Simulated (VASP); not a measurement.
**NaF: single point with HSE06**

Crystal: NaF.

```xyz
2
Lattice="0.0000 2.2972 2.2972 2.2972 0.0000 2.2972 2.2972 2.2972 0.0000" Properties=species:S:1:pos:R:3 pbc="T T T"
Na    0.0000    0.0000    0.0000
F     2.2972    2.2972    2.2972
```

```json
{"Program": "VASP 6.6.1", "Task": "single point", "Functional": "HSE06", "Potentials or basis": "VASP PAW PBE potentials, release 64 (Na_pv, F)", "Cutoff": "520 eV", "k mesh": "4 × 4 × 4", "Occupations": "methfessel-paxton, width 0.05 eV", "Spin": "no spin polarisation"}
```

| Item | Value |
| --- | --- |
| Pressure | 1.6 GPa |
| Band gap on the k mesh | 8.61 eV, direct |

Levels at points of the mesh, in eV from the valence-band top:
| k point | band 5 | band 6 | band 7 | band 8 | band 9 | band 10 |
| --- | --- | --- | --- | --- | --- | --- |
| (0.00, 0.00, 0.00) | 0.00 | 0.00 | 0.00 | 8.61 | 21.56 | 21.56 |
| (0.50, 0.00, 0.00) | -1.68 | -0.28 | -0.28 | 13.17 | 15.07 | 22.85 |
| (0.50, 0.50, 0.00) | -1.36 | -0.44 | -0.44 | 15.59 | 15.74 | 16.25 |

Run time: 2.2 min on 1 thread of Intel(R) Xeon(R) Platinum 8259CL CPU @ 2.50GHz (Skylake/Cascade Lake), on a shared host, peak memory 0.23 GiB.

Caveat: the k points lie up to 0.59 Å⁻¹ apart; the PAW data sets were made with another functional, which shifts forces and pressure a little.
